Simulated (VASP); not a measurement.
Set up this calculation in VASP 6.6.1, as the native input.

| Quantity | Value |
| --- | --- |
| Task | single point |
| Functional | PBEsol |
| Dispersion | D3(BJ) |
| Potentials or basis | VASP PAW PBE potentials, release 64 (Al) |
| Cutoff | 520 eV |
| k mesh | 18 × 18 × 6 |
| Occupations | gaussian, width 0.1 eV |
| Spin | no spin polarisation |
| Dipole correction | no |
| Further INCAR settings | ALGO = Fast; EDIFF = 1e-06; NBANDS = 14 |

The structure of Al lies in POSCAR:

```
Al
1.0
    2.8011182721      0.0000000000      0.0000000000
   -1.4005591360      2.4258395826      0.0000000000
    0.0000000000      0.0000000000      9.1928282165
Al
4
Direct
    0.0000000000      0.0000000000      0.0000000000
    0.3333333333      0.6666666667      0.2500000000
    0.0000000000      0.0000000000      0.5000000000
    0.6666666667      0.3333333333      0.7500000000
```

These files were run (other wordings do the same):

INCAR

```
SYSTEM = Al
PREC = Accurate ; ENCUT = 520
EDIFF = 1E-6 ; ISMEAR = 0
SIGMA = 0.1 ; LREAL = .False.
LASPH = .True. ; NELM = 60
ALGO = Fast ; ISIF = 2
LWAVE = .False. ; LCHARG = .True.
GGA = PS ; IVDW = 12
LELF = .True. ; LVHAR = .True.
NBANDS = 14
```

KPOINTS

```
Automatic mesh
0
Gamma
  18 18 6
  0 0 0
```

Potentials or basis: VASP PAW PBE potentials, release 64 (Al).

Run with:

```sh
$ cat potpaw_PBE.64/Al/POTCAR > POTCAR
$ mpirun -np 1 vasp_std > vasp.out
```

It gave:

```
Pressure                   : 0.1 GPa
Band gap on the k mesh     : zero (band 6 reaches 12.49 eV, above the bottom of band 7 at 6.95 eV)
Dispersion energy per atom : -0.336 eV
```

Caveat: the PAW data sets were made with another functional, which shifts forces and pressure a little; pairwise dispersion overbinds metals, which lowers pressure and volume.

Wall time 42 s on 1 thread of Intel(R) Xeon(R) 6975P-C (Granite Rapids), on a shared host, peak memory 0.25 GiB.
